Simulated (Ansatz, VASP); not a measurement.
## Two plane-wave programs on RbCaH3

INCAR

```
  PREC = Accurate
  ENCUT = 520
  EDIFF = 1E-6
  ISMEAR = 0
  SIGMA = 0.05
  LREAL = F
  LASPH = T
  NELM = 100
  ALGO = Normal
  ISIF = 2
  LWAVE = F
  LCHARG = T
  LELF = T
  LVHAR = T
  NBANDS = 19
```

File KPOINTS:

```
regular mesh
0
Gamma
  6 6 6
```

POSCAR

```
RbCaH3
1.0
    4.6751513871      0.0000000000      0.0000000000
    0.0000000000      4.6751513871      0.0000000000
    0.0000000000      0.0000000000      4.3011392762
Rb Ca H
1 1 3
Direct
    0.0000000000      0.0000000000      0.0000000000
    0.5000000000      0.5000000000      0.5000000000
    0.0000000000      0.5000000000      0.5000000000
    0.5000000000      0.0000000000      0.5000000000
    0.5000000000      0.5000000000      0.0000000000
```

Input for Ansatz:

```yaml
crystal:
  lattice:
    - [4.6751513871, 0.0, 0.0]
    - [0.0, 4.6751513871, 0.0]
    - [0.0, 0.0, 4.3011392762]
  atoms:
    - { symbol: Rb, position: [0.0, 0.0, 0.0] }
    - { symbol: Ca, position: [0.5, 0.5, 0.5] }
    - { symbol: H, position: [0.0, 0.5, 0.5] }
    - { symbol: H, position: [0.5, 0.0, 0.5] }
    - { symbol: H, position: [0.5, 0.5, 0.0] }
basis:
  ecutwfc: 420
kpoints:
  mp_grid: { grid: [6, 6, 6] }
hamiltonian:
  xc: lda
scf:
  occupations: { method: gaussian, width: 0.05 }
output:
  forces: true
  stress: true
  eigenvalues: true
```

Alike in both runs: task single point; functional LDA; k mesh 6 × 6 × 6; occupations gaussian, width 0.05 eV; no spin polarisation.

|  | VASP | Ansatz |
| --- | --- | --- |
| version | VASP 6.6.1 | Ansatz 0.2.0 |
| potentials or method | VASP PAW LDA potentials, release 64 (Rb_sv, Ca_sv, H), cutoff 520 eV | scalar-relativistic, plane waves, PAW |
| valence electrons in the cell | 22 | 22 |

Ansatz gave:

- gap on the k mesh at the Fermi level (eV): 2.86
- least direct gap on the mesh (eV): 2.87
- pressure (GPa): -2.2
- traceless stress, the component that is largest in VASP (GPa): 2.33

**Question.** What did VASP give for the same quantities?

**Answer.** gap on the k mesh at the Fermi level (eV): 2.85; least direct gap on the mesh (eV): 2.87; pressure (GPa): -2.2; traceless stress, the component that is largest in VASP (GPa): 2.36.

LDA's correlation is that of Perdew and Zunger in VASP and of Perdew and Wang (1992) in Ansatz.
